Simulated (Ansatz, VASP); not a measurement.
# Two plane-wave programs on CdF2

INCAR

```
SYSTEM = CdF2
ALGO = Normal
EDIFF = 1E-6
ENCUT = 520
GGA = PE
ISIF = 2
ISMEAR = 0
LASPH = .TRUE.
LCHARG = .FALSE.
LREAL = .FALSE.
LWAVE = .FALSE.
NBANDS = 20
NELM = 60
PREC = Accurate
SIGMA = 0.1
```

Contents of KPOINTS:

```
k-points
0
G
  6 6 6
  0 0 0
```

POSCAR

```
CdF2
1.0
    0.0000000000      2.7405401653      2.7405401653
    2.7405401653      0.0000000000      2.7405401653
    2.7405401653      2.7405401653      0.0000000000
Cd F
1 2
Direct
    0.5000000000      0.5000000000      0.5000000000
    0.2500000000      0.2500000000      0.2500000000
    0.7500000000      0.7500000000      0.7500000000
```

Input for Ansatz:

```yaml
crystal:
  lattice:
    - [0.0, 2.7405401653, 2.7405401653]
    - [2.7405401653, 0.0, 2.7405401653]
    - [2.7405401653, 2.7405401653, 0.0]
  atoms:
    - { symbol: Cd, position: [0.5, 0.5, 0.5] }
    - { symbol: F, position: [0.25, 0.25, 0.25] }
    - { symbol: F, position: [0.75, 0.75, 0.75] }
basis:
  ecutwfc: 420
kpoints:
  mp_grid: { grid: [6, 6, 6] }
hamiltonian:
  xc: pbe
scf:
  occupations: { method: gaussian, width: 0.1 }
  lower_state_search: "off"
output:
  forces: true
  stress: true
  eigenvalues: true
```

Change from the starting cell: the structure that the rattled cell fell into.

Alike in both runs: task single point; functional PBE; k mesh 6 × 6 × 6; occupations gaussian, width 0.1 eV; no spin polarisation.

|  | VASP | Ansatz |
| --- | --- | --- |
| version | VASP 6.6.1 | Ansatz 0.2.0 |
| potentials or method | VASP PAW PBE potentials, release 64 (Cd, F), cutoff 520 eV | scalar-relativistic, plane waves, PAW |
| valence electrons in the cell | 26 | 34 |

```tsv
	VASP	Ansatz	Ansatz less VASP
gap on the k mesh at the Fermi level (eV)	2.90	2.93	+0.029
least direct gap on the mesh (eV)	3.44	3.47	+0.029
pressure (GPa)	0.6	0.0	-0.54
```

VASP's potentials hold 26 valence electrons a cell and Ansatz's 34, so a difference there can come from the potentials and not from the codes.
